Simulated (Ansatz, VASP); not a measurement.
# Two plane-wave programs on Zn

File INCAR:

```
SYSTEM = Zn
PREC = Accurate ; ENCUT = 600
EDIFF = 1E-6 ; ISMEAR = -1
SIGMA = 0.1 ; LREAL = .False.
LASPH = .True. ; NELM = 80
ALGO = Normal ; ISIF = 3
LWAVE = .False. ; LCHARG = .False.
GGA = CA ; IBRION = 2
NSW = 80 ; EDIFFG = -0.01
```

File KPOINTS:

```
Automatic mesh
0
Gamma
  5 5 5
  0 0 0
```

The input POSCAR:

```
Zn
1.0
    4.9553948694      0.0000000000      0.0000000000
    0.0000000000      4.9553948694      0.0000000000
    0.0000000000      0.0000000000      4.9553948694
Zn
8
Direct
    0.0000000000      0.0000000000      0.0000000000
    0.5000000000      0.5000000000      0.5000000000
    0.2500000000      0.0000000000      0.5000000000
    0.7500000000      0.0000000000      0.5000000000
    0.5000000000      0.2500000000      0.0000000000
    0.5000000000      0.7500000000      0.0000000000
    0.0000000000      0.5000000000      0.2500000000
    0.0000000000      0.5000000000      0.7500000000
```

Input for Ansatz:

```yaml
crystal:
  lattice:
    - [4.9553948694, 0.0, 0.0]
    - [0.0, 4.9553948694, 0.0]
    - [0.0, 0.0, 4.9553948694]
  atoms:
    - { symbol: Zn, position: [0.0, 0.0, 0.0] }
    - { symbol: Zn, position: [0.5, 0.5, 0.5] }
    - { symbol: Zn, position: [0.25, 0.0, 0.5] }
    - { symbol: Zn, position: [0.75, 0.0, 0.5] }
    - { symbol: Zn, position: [0.5, 0.25, 0.0] }
    - { symbol: Zn, position: [0.5, 0.75, 0.0] }
    - { symbol: Zn, position: [0.0, 0.5, 0.25] }
    - { symbol: Zn, position: [0.0, 0.5, 0.75] }
hamiltonian:
  xc: lda
  pseudopotentials:
    kind: paw
    azcp:
      Zn: "pseudopotentials/Zn.paw.azcp"
basis:
  ecutwfc: 420
  fft_grid_basis: typed
kpoints:
  mp_grid: { grid: [5, 5, 5], shift: [0, 0, 0] }
magnetization:
  spin_polarized: false
scf:
  occupations: { method: fermi_dirac, width: 0.1 }
relax:
  max_steps: 60
  f_tol: 0.01
  cell: {}
```

Alike in both runs: task relaxation of cell and atoms; functional LDA; k mesh 5 × 5 × 5; occupations fermi-dirac, width 0.1 eV; no spin polarisation.

|  | VASP | Ansatz |
| --- | --- | --- |
| version | VASP 6.6.1 | Ansatz 0.2.0 |
| potentials or method | VASP PAW LDA potentials, release 64 (Zn), cutoff 600 eV | plane waves (420 eV) with PAW, scalar-relativistic |
| valence electrons in the cell | 96 | 96 |

|  | VASP | Ansatz | Ansatz less VASP |
| --- | --- | --- | --- |
| relaxed volume (Å³/atom) | 13.75 | 13.67 | -0.080 |
| relaxed cell length with the largest relative difference (Å) | 4.792 | 4.782 | -0.0093 |

Ansatz warns that its potentials were made for another functional, while VASP's fit it. LDA's correlation is that of Perdew and Zunger in VASP and of Perdew and Wang (1992) in Ansatz.
